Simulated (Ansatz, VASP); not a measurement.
## Two plane-wave programs on Ga3Se

File INCAR:

```
  PREC = Accurate
  ENCUT = 520
  EDIFF = 1E-6
  ISMEAR = 0
  SIGMA = 0.15
  LREAL = F
  LASPH = T
  NELM = 60
  ALGO = Normal
  ISIF = 2
  LWAVE = F
  LCHARG = F
  GGA = PS
  IVDW = 12
  NBANDS = 30
```

File KPOINTS:

```
regular mesh
0
Gamma
  12 12 12
```

File POSCAR:

```
Ga3Se
1.0
    4.2249181734     -0.1267475452      0.0000000000
   -0.1267475452      4.2249181734      0.0000000000
    0.0000000000      0.0000000000      4.2249181734
Ga Se
3 1
Direct
    0.0000000000      0.5000000000      0.5000000000
    0.5000000000      0.0000000000      0.5000000000
    0.5000000000      0.5000000000      0.0000000000
    0.0000000000      0.0000000000      0.0000000000
```

Input for Ansatz:

```yaml
crystal:
  lattice:
    - [4.2249181734, -0.1267475452, 0.0]
    - [-0.1267475452, 4.2249181734, 0.0]
    - [0.0, 0.0, 4.2249181734]
  atoms:
    - { symbol: Ga, position: [0.0, 0.5, 0.5] }
    - { symbol: Ga, position: [0.5, 0.0, 0.5] }
    - { symbol: Ga, position: [0.5, 0.5, 0.0] }
    - { symbol: Se, position: [0.0, 0.0, 0.0] }
basis:
  ecutwfc: 420
kpoints:
  mp_grid: { grid: [12, 12, 12] }
hamiltonian:
  xc: pbesol
  dispersion: d3bj
scf:
  occupations: { method: gaussian, width: 0.15 }
output:
  forces: true
  stress: true
  eigenvalues: true
```

Change from the starting cell: strain -0.0600 x Voigt [0, 0, 0, 0, 0, 1], atoms carried along.

Alike in both runs: task single point; functional PBEsol; dispersion D3(BJ); k mesh 12 × 12 × 12; occupations gaussian, width 0.15 eV; no spin polarisation.

```csv
,VASP,Ansatz
version,VASP 6.6.1,Ansatz 0.2.0
potentials or method,"VASP PAW PBE potentials, release 64 (Ga_d, Se), cutoff 520 eV","scalar-relativistic, plane waves, PAW"
valence electrons in the cell,45,55
```

|  | VASP | Ansatz | Ansatz less VASP |
| --- | --- | --- | --- |
| gap on the k mesh at the Fermi level (eV) | none | none | - |
| pressure (GPa) | 0.3 | 0.1 | -0.12 |
| traceless stress, the component that is largest in VASP (GPa) | 0.67 | 0.66 | -0.006 |

VASP's potentials were made for PBE, not for PBEsol. A gap of «none» marks a metal or a gap that the smearing closes. VASP's potentials hold 45 valence electrons a cell and Ansatz's 55, so a difference there can come from the potentials and not from the codes.
